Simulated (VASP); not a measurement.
# SiO2 (I-42d) in VASP: further runs

SiO2 is run at these levels: PBEsol; tasks: single point, relaxation of cell and atoms.

Program: VASP 6.6.1. These are calculated values, not measurements. Logs are shortened: lines on timing, memory, paths and dates and some standing lists are left out, and cuts for length are marked.

## Step 1: The cell of the first run

The structure is tetragonal, space group I-42d (No. 122). The conventional cell has a = 4.982 Å, b = 4.982 Å, c = 7.335 Å, α = 90.00°, β = 90.00°, γ = 90.00°. Within 2.2 Å of Si (site symmetry -4) lie 4 O at 1.62 Å. Within 2.2 Å of O (site symmetry 2) lie 2 Si at 1.62 Å.

## Step 2: Single point, PBEsol

INCAR reads:

```
PREC = Accurate ; ENCUT = 520
EDIFF = 1E-7 ; ISMEAR = 0
SIGMA = 0.02 ; LREAL = F
LASPH = T ; NELM = 100
ALGO = Normal ; ISIF = 2
LWAVE = F ; LCHARG = F
GGA = PS ; NBANDS = 25
```

KPOINTS reads:

```
regular mesh
0
Gamma
  6 6 6
```

POSCAR reads:

```
SiO2
1.0
   -2.4908754040      2.4908754040      3.6677129423
    2.4908754040     -2.4908754040      3.6677129423
    2.4908754040      2.4908754040     -3.6677129423
Si O
2 4
Direct
    0.0000000000      0.0000000000      0.0000000000
    0.7500000000      0.2500000000      0.5000000000
    0.3750000000      0.2214284677      0.3464284677
    0.9714284677      0.6250000000      0.8464284677
    0.7785715323      0.1250000000      0.1535715323
    0.8750000000      0.0285715323      0.6535715323
```

Potentials or basis: VASP PAW PBE potentials, release 64 (Si, O).

On the command line:

```bash
cat potpaw_PBE.64/Si/POTCAR potpaw_PBE.64/O/POTCAR > POTCAR
mpirun -np 1 vasp_std > vasp.out
```

OUTCAR:

```text
PREC = Accurate
   ENCUT = 520
   EDIFF = 1E-7
   ISMEAR = 0
   LREAL = F
   LASPH = T
   NELM = 100
   ISIF = 2
   GGA = PS

 ion  position               nearest neighbor table
   1  0.000  0.000  0.000-   3 1.62   4 1.62   6 1.62   5 1.62   2 3.09   2 3.09   2 3.09   2 3.09

   2  0.750  0.250  0.500-   3 1.62   4 1.62   5 1.62   6 1.62   1 3.09   1 3.09   1 3.09   1 3.09

   3  0.375  0.221  0.346-   1 1.62   2 1.62
   4  0.971  0.625  0.846-   1 1.62   2 1.62
   5  0.779  0.125  0.154-   2 1.62   1 1.62
   6  0.875  0.029  0.654-   1 1.62   2 1.62

  LATTYP: Found a body centered tetragonal cell.
 ALAT       =     4.9817508080
 C/A-ratio  =     1.4724594158

  Lattice vectors:

 A1 = (  -2.4908754040,   2.4908754040,   3.6677129423)
 A2 = (   2.4908754040,  -2.4908754040,   3.6677129423)
 A3 = (   2.4908754040,   2.4908754040,  -3.6677129423)

Analysis of symmetry for initial positions (statically):
=====================================================================
 Subroutine PRICEL returns:
 Original cell was already a primitive cell.

 Routine SETGRP: Setting up the symmetry group for a
 body centered tetragonal supercell.

 Subroutine GETGRP returns: Found  8 space group operations
 (whereof  4 operations were pure point group operations)
 out of a pool of 16 trial point group operations.

The static configuration has the point symmetry S_4 .
 The point group associated with its full space group is D_2d.

Analysis of symmetry for dynamics (positions and initial velocities):
=====================================================================
 Subroutine PRICEL returns:
 Original cell was already a primitive cell.

 Routine SETGRP: Setting up the symmetry group for a
 body centered tetragonal supercell.

 Subroutine GETGRP returns: Found  8 space group operations
 (whereof  4 operations were pure point group operations)
 out of a pool of 16 trial point group operations.

The dynamic configuration has the point symmetry S_4 .
 The point group associated with its full space group is D_2d.

 Subroutine INISYM returns: Found  8 space group operations
 (whereof  4 operations are pure point group operations),
 and found     1 'primitive' translations

----------------------------------------------------------------------------------------

                                     Primitive cell

  volume of cell :      91.0247

  direct lattice vectors                    reciprocal lattice vectors
    -2.490875404  2.490875404  3.667712942     0.000000000  0.200732642  0.136324736
     2.490875404 -2.490875404  3.667712942     0.200732642  0.000000000  0.136324736
     2.490875404  2.490875404 -3.667712942     0.200732642  0.200732642  0.000000000

  length of vectors
     5.085374989  5.085374989  5.085374989     0.242647949  0.242647949  0.283878824

  position of ions in fractional coordinates (direct lattice)
     0.000000000  0.000000000  0.000000000
     0.750000000  0.250000000  0.500000000
     0.375000000  0.221428468  0.346428468
     0.971428468  0.625000000  0.846428468
     0.778571532  0.125000000  0.153571532
     0.875000000  0.028571532  0.653571532

  ion indices of the primitive-cell ions
   primitive index   ion index
                 1           1
                 2           2
                 3           3
                 4           4
                 5           5
                 6           6

----------------------------------------------------------------------------------------

 KPOINTS: regular mesh

Automatic generation of k-mesh.
 Grid dimensions read from file:
 generate k-points for:    6    6    6

 Generating k-lattice:

  Cartesian coordinates                     Fractional coordinates (reciprocal lattice)
     0.000000000  0.033455440  0.022720789     0.166666667 -0.000000000  0.000000000
     0.033455440  0.000000000  0.022720789    -0.000000000  0.166666667  0.000000000
     0.033455440  0.033455440  0.000000000     0.000000000  0.000000000  0.166666667

  Length of vectors
     0.040441325  0.040441325  0.047313137

  Shift w.r.t. Gamma in fractional coordinates (k-lattice)
     0.000000000  0.000000000  0.000000000

 Subroutine IBZKPT returns following result:
 ===========================================

 Found     30 irreducible k-points:

 Following reciprocal coordinates:
            Coordinates               Weight
  0.000000  0.000000  0.000000      1.000000
  0.166667  0.000000  0.000000      8.000000
  0.333333  0.000000 -0.000000      8.000000
  0.500000  0.000000  0.000000      4.000000
  0.166667  0.166667  0.000000      8.000000
  0.333333  0.166667  0.000000     16.000000
[... 16 lines left out ...]
 -0.333333 -0.333333  0.166667      8.000000
 -0.166667 -0.333333  0.166667      8.000000
 [... further k-points ...]
   k-points           NKPTS =     30   k-points in BZ     NKDIM =     30   number of bands    NBANDS=     25
   number of dos      NEDOS =    301   number of ions     NIONS =      6
   total plane-waves  NPLWV =  64000
   dimension x,y,z NGX =    40 NGY =   40 NGZ =   40
   dimension x,y,z NGXF=    80 NGYF=   80 NGZF=   80
   ions per type =               2   4
   NGX,Y,Z   is equivalent  to a cutoff of  13.08, 13.08, 13.08 a.u.
   NGXF,Y,Z  is equivalent  to a cutoff of  26.15, 26.15, 26.15 a.u.
 SYSTEM =  unknown system
   PREC   = accura    normal or accurate (medium, high low for compatibility)
   ISTART =      0    job   : 0-new  1-cont  2-samecut
   ICHARG =      2    charge: 1-file 2-atom 10-const
   ISPIN  =      1    spin polarized calculation?
   LNONCOLLINEAR =      F non collinear calculations
   LSORBIT =      F    spin-orbit coupling
   LASPH  =      T    aspherical Exc in radial PAW
   ENCUT  =  520.0 eV  38.22 Ry    6.18 a.u.   9.46  9.46  9.46*2*pi/ulx,y,z
   NELM   =    100;   NELMIN=  2; NELMDL= -5     # of ELM steps
   EDIFF  = 0.1E-06   stopping-criterion for ELM
   LREAL  =      F    real-space projection
   EDIFFG = 0.1E-05   stopping-criterion for IOM
   NSW    =      0    number of steps for IOM
   IBRION =     -1    ionic relax: 0-MD 1-quasi-New 2-CG
   NFREE  =      0    steps in history (QN), initial steepest desc. (CG)
   ISIF   =      2    stress and relaxation
   ISYM   =      2    0-nonsym 1-usesym 2-fastsym
   POTIM  = 0.5000    time-step for ionic-motion
   TEBEG  =    0.0;   TEEND  =   0.0 temperature during run
   PSTRESS=    0.0 pullay stress
   NELECT =      32.0000    total number of electrons
   NUPDOWN=      -1.0000    fix difference up-down
   EMIN   =  10.00;   EMAX   =-10.00  energy-range for DOS
   EFERMI =   0.00;   METHOD = LEGACY
   ISMEAR =     0;   SIGMA  =   0.02  broadening in eV -4-tet -1-fermi 0-gaus
   EFERMI_NEDOS =   21; number of points for ismear=-14 and -15
   IALGO  =     38    algorithm
   IMIX   =      4    mixing-type and parameters
     AMIX     =   0.40;   BMIX     =  1.00
     AMIX_MAG =   1.60;   BMIX_MAG =  1.00
  volume/ion in A,a.u.               =      15.17       102.38
  Fermi-wavevector in a.u.,A,eV,Ry     =   1.155416  2.183420 18.163589  1.334986
  Thomas-Fermi vector in A             =   2.292045
   LORBIT       =      0    0 simple, 1 ext, 2 COOP (PROOUT), +10 PAW based schemes
   GGA     = PS    functional components
   LHFCALC =     F    Hartree Fock is set to
   AEXX    =    0.0000 exact exchange contribution
   IVDW    =     0    specifies the selected vdW correction
   LEPSILON=     F    determine dielectric tensor
   LRPA    =     F    only Hartree local field effects (RPA)
 non-spin polarized calculation
 Gauss-broadening in eV      SIGMA  =   0.02
  energy-cutoff  :      520.00
  volume of cell :       91.02
 maximum number of plane-waves:      2469
 NGX is ok and might be reduce to    40
   NGX = 19   NGY = 19   NGZ = 19

 number of electron      31.9999997 magnetization

 Free energy of the ion-electron system (eV)
  ---------------------------------------------------
  ext. energy  EPLUGINS =         0.00000000
  ---------------------------------------------------
  free energy    TOTEN  =       -49.36135281 eV

  energy without entropy =      -49.36135281  energy(sigma->0) =      -49.36135281

 E-fermi :  -0.4385     XC(G=0):  -8.2391

 val. band max:       -0.5855326585   @ k =   0.0000   0.0000   0.0000
 cond. band min:       5.2307467644   @ k =   0.0000   0.0000   0.0000
 fundamental gap:      5.8162794229
 Fermi energy:        -0.4384623032

 k-point     1 :       0.0000    0.0000    0.0000
  band No.  band energies     occupation
      1     -19.6794      2.00000
      2     -17.6060      2.00000
      3     -17.6060      2.00000
      4     -17.5431      2.00000
      5      -9.8157      2.00000
      6      -6.1072      2.00000
[... 17 lines left out ...]
     24      12.3647      0.00000
     25      13.0648      0.00000

 k-point     2 :       0.1667    0.0000    0.0000
  band No.  band energies     occupation
      1     -19.5971      2.00000
      2     -17.7320      2.00000
      3     -17.6108      2.00000
      4     -17.5644      2.00000
      5      -9.6004      2.00000
      6      -6.1744      2.00000
[... 17 lines left out ...]
     24      12.2998      0.00000
     25      12.7313      0.00000

 k-point     3 :       0.3333    0.0000   -0.0000
  band No.  band energies     occupation
      1     -19.3888      2.00000
      2     -18.0524      2.00000
      3     -17.6190      2.00000
      4     -17.5780      2.00000
      5      -9.1108      2.00000
      6      -6.4181      2.00000
[... 17 lines left out ...]
     24      11.9972      0.00000
     25      12.9964      0.00000

 k-point     4 :       0.5000    0.0000    0.0000
  band No.  band energies     occupation
      1     -19.2402      2.00000
      2     -18.2556      2.00000
      3     -17.6224      2.00000
      4     -17.5841      2.00000
      5      -8.8133      2.00000
      6      -6.5990      2.00000
[... 17 lines left out ...]
     24      12.4353      0.00000
     25      12.7045      0.00000

 k-point     5 :       0.1667    0.1667    0.0000
  band No.  band energies     occupation
      1     -19.4678      2.00000
      2     -17.9261      2.00000
      3     -17.6195      2.00000
      4     -17.5820      2.00000
      5      -9.2763      2.00000
      6      -6.3628      2.00000
[... 17 lines left out ...]
     24      12.3431      0.00000
     25      12.8239      0.00000

 k-point     6 :       0.3333    0.1667    0.0000
  band No.  band energies     occupation
      1     -19.2442      2.00000
      2     -18.2408      2.00000
      3     -17.6269      2.00000
      4     -17.5913      2.00000
      5      -8.7854      2.00000
      6      -6.7217      2.00000
[... 17 lines left out ...]
     24      12.3634      0.00000
     25      12.9118      0.00000
[... 393 lines left out ...]
 k-point    21 :      -0.3333    0.5000    0.1667
  band No.  band energies     occupation
      1     -19.0108      2.00000
      2     -18.5124      2.00000
      3     -17.6327      2.00000
      4     -17.6145      2.00000
      5      -8.2610      2.00000
      6      -7.2028      2.00000
[... 17 lines left out ...]
     24      12.2845      0.00000
     25      12.7760      0.00000

 k-point    22 :      -0.1667    0.5000    0.1667
  band No.  band energies     occupation
      1     -19.1807      2.00000
      2     -18.3154      2.00000
      3     -17.6278      2.00000
      4     -17.6046      2.00000
      5      -8.6377      2.00000
      6      -6.7658      2.00000
[... 17 lines left out ...]
     24      12.5268      0.00000
     25      12.8626      0.00000

 k-point    23 :      -0.3333   -0.3333    0.1667
  band No.  band energies     occupation
      1     -19.1839      2.00000
      2     -18.3000      2.00000
      3     -17.6327      2.00000
      4     -17.6156      2.00000
      5      -8.5964      2.00000
      6      -6.8246      2.00000
[... 17 lines left out ...]
     24      12.4346      0.00000
     25      12.9898      0.00000

 k-point    24 :      -0.1667   -0.3333    0.1667
  band No.  band energies     occupation
      1     -19.3901      2.00000
      2     -18.0232      2.00000
      3     -17.6228      2.00000
      4     -17.6092      2.00000
      5      -9.0677      2.00000
      6      -6.3996      2.00000
[... 17 lines left out ...]
     24      12.3299      0.00000
     25      12.9092      0.00000

 [... further k-points ...]

------------------------ aborting loop because EDIFF is reached ----------------------------------------

  FORCE on cell =-STRESS in cart. coord.  units (eV):
  Direction    XX          YY          ZZ          XY          YZ          ZX
  --------------------------------------------------------------------------------------
  -------------------------------------------------------------------------------------
  Total        0.2861541      0.2861541      0.3077234      0.0000000     -0.0000000      0.0000000
  in kB        5.0367592      5.0367592      5.4164133      0.0000000     -0.0000000      0.0000000
  external PRESSURE =       5.1633106 kB  Pullay stress =       0.0000000 kB

 VOLUME and BASIS-vectors are now :
 -----------------------------------------------------------------------------
  energy-cutoff  :      520.00
  volume of cell :       91.02
      direct lattice vectors                 reciprocal lattice vectors
    -2.490875404  2.490875404  3.667712942     0.000000000  0.200732642  0.136324736
     2.490875404 -2.490875404  3.667712942     0.200732642  0.000000000  0.136324736
     2.490875404  2.490875404 -3.667712942     0.200732642  0.200732642  0.000000000

 POSITION                                       TOTAL-FORCE (eV/Angst)
 -----------------------------------------------------------------------------------
      0.00000      0.00000      0.00000        -0.000000     -0.000000     -0.000000
      0.00000      2.49088      1.83386        -0.000000     -0.000000     -0.000000
      0.48038      1.24544      0.91693         0.022595     -0.000000      0.000000
      1.24544      2.97126      2.75078        -0.000000      0.022595      0.000000
     -1.24544      2.01049      2.75078        -0.000000     -0.022595      0.000000
     -0.48038      3.73631      0.91693        -0.022595     -0.000000      0.000000
 -----------------------------------------------------------------------------------
    total drift:                                0.000003      0.000003      0.000002

  FREE ENERGIE OF THE ION-ELECTRON SYSTEM (eV)
  ---------------------------------------------------
  free  energy   TOTEN  =       -49.3613528122 eV

  energy  without entropy=      -49.3613528122  energy(sigma->0) =      -49.36135281
```

Run time: 63 s. Hardware: 1 thread of Intel Xeon Platinum 8375C at 2.90GHz (Ice Lake), shared host; peak memory 0.24 GiB.

What came out:

| Property | Result |
| --- | --- |
| Free energy | -49.3614 eV |
| Pressure | 0.5 GPa |
| Largest force | 0.023 eV/Å |
| Band gap on the k mesh | 5.82 eV |

Forces in eV/Å, atoms in the order of the input:
```
Si   0.000  0.000  0.000
Si   0.000  0.000  0.000
O    0.023  0.000  0.000
O    0.000  0.023  0.000
O    0.000 -0.023  0.000
O   -0.023  0.000  0.000
```

Caveat: the PAW data sets were made with another functional, which shifts forces and pressure a little.

## Step 3: Relaxation of cell and atoms, PBEsol

This run uses another cell than the first one, of 14.96 Å³/atom.

INCAR reads:

```
PREC = Accurate
ENCUT = 600
EDIFF = 1E-6
ISMEAR = 0
SIGMA = 0.02
LREAL = False
LASPH = True
NELM = 80
ALGO = Normal
ISIF = 3
LWAVE = False
LCHARG = False
GGA = PS
IBRION = 2
NSW = 100
EDIFFG = -0.005
```

KPOINTS reads:

```
Automatic mesh
0
Gamma
  6 6 6
```

POSCAR reads:

```
SiO2
1.0
   -2.4772904627      2.4772904627      3.6556712422
    2.4772904627     -2.4772904627      3.6556712422
    2.4772904627      2.4772904627     -3.6556712422
Si O
2 4
Direct
    0.0000000000      0.0000000000      0.0000000000
    0.7500000000      0.2500000000      0.5000000000
    0.3750000000      0.2217861300      0.3467861300
    0.9717861300      0.6250000000      0.8467861300
    0.7782138700      0.1250000000      0.1532138700
    0.8750000000      0.0282138700      0.6532138700
```

Potentials or basis: VASP PAW PBE potentials, release 64 (Si, O).

On the command line:

```bash
cat potpaw_PBE.64/Si/POTCAR potpaw_PBE.64/O/POTCAR > POTCAR
mpirun -np 1 vasp_std > vasp.out
```

It took 1.7 min on 1 thread of Intel Xeon Platinum 8375C at 2.90GHz (Ice Lake), shared host; peak memory 0.26 GiB.

The run converged. Its results:

```
Free energy                           : -49.3730 eV
Relaxed volume                        : 15.16 Å³/atom
Relaxed cell                          : a = 5.086 Å, b = 5.086 Å, c = 5.086 Å, α = 121.41°, β = 121.41°, γ = 87.57°
Space group after relaxing (to 0.1 Å) : I-42d (No. 122)
Energy gained by relaxing             : 1.8 meV/atom
Ionic steps                           : 4
Pressure after relaxing               : 0.0 GPa
Band gap on the k mesh                : 5.81 eV
```

Forces on the atoms (eV/Å):
```
Si   0.000  0.000  0.000
Si   0.000  0.000  0.000
O   -0.003  0.000  0.000
O    0.000 -0.003  0.000
O    0.000  0.003  0.000
O    0.003  0.000  0.000
```

Step by step:
```tsv
step	energy change (eV)	largest force (eV/Å)	pressure (GPa)	volume (Å³)
1	0.0000	0.1660	2.53	89.74
2	0.0114	0.2423	-3.39	92.84
3	-0.0108	0.0060	0.00	91.00
4	-0.0108	0.0025	0.04	90.97
```

Final structure:
```
Si O
1.0
    -2.48870    2.48870    3.67199
     2.48870   -2.48870    3.67199
     2.48870    2.48870   -3.67199
Si O
2 4
Direct
  0.00000 0.00000 0.00000
  0.75000 0.25000 0.50000
  0.37500 0.22244 0.34744
  0.97244 0.62500 0.84744
  0.77756 0.12500 0.15256
  0.87500 0.02756 0.65256
```

Levels at points of the mesh, in eV from the valence-band top:
| k point | band 12 | band 13 | band 14 | band 15 | band 16 | band 17 | band 18 | band 19 | band 20 |
| --- | --- | --- | --- | --- | --- | --- | --- | --- | --- |
| (0.00, 0.00, 0.00) | -1.59 | -1.53 | -0.70 | 0.00 | 0.00 | 5.81 | 8.63 | 10.42 | 10.42 |
| (0.50, 0.00, 0.00) | -1.61 | -1.48 | -0.78 | -0.48 | -0.14 | 8.03 | 8.93 | 9.62 | 10.02 |
| (0.50, 0.50, 0.00) | -2.07 | -0.97 | -0.97 | -0.33 | -0.33 | 9.01 | 9.01 | 10.02 | 10.02 |
| (0.50, 0.50, 0.50) | -2.08 | -1.46 | -1.46 | -0.32 | -0.32 | 8.80 | 8.80 | 10.08 | 10.08 |

Caveat: the PAW data sets were made with another functional, which shifts forces and pressure a little.
